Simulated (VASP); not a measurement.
Input of a VASP 6.6.1 run:

Contents of INCAR:

```
  PREC = Accurate
  ENCUT = 520
  EDIFF = 1E-6
  ISMEAR = 0
  SIGMA = 0.1
  LREAL = False
  LASPH = True
  NELM = 150
  ALGO = Normal
  ISIF = 2
  LWAVE = False
  LCHARG = False
  ISPIN = 2
  MAGMOM = 0 0 0 4
  LORBIT = 11
  LMAXMIX = 4
  GGA = PE
  NBANDS = 31
```

KPOINTS

```
regular mesh
0
Gamma
  4 4 4
```

Contents of POSCAR:

```
Ca3Fe
1.0
    4.5365722341      0.0000000000      0.0000000000
    0.0000000000      4.5365722341      0.0000000000
    0.0000000000      0.0000000000      4.5365722341
Ca Fe
3 1
Direct
    0.0000000000      0.5000000000      0.5000000000
    0.5000000000      0.0000000000      0.5000000000
    0.5000000000      0.5000000000      0.0000000000
    0.0000000000      0.0000000000      0.0000000000
```

Potentials or basis: VASP PAW PBE potentials, release 64 (Ca_sv, Fe).

Command:

```console
$ cat potpaw_PBE.64/Ca_sv/POTCAR potpaw_PBE.64/Fe/POTCAR > POTCAR
$ mpirun -np 1 vasp_std > vasp.out
```

Predict the net moment.

1.57 μB per cell.

Estimate the pressure.

9.4 GPa.

Predict the site moments.

Ca -0.09; Fe +2.30 μB.

Caveat: the cell stands under pressure.
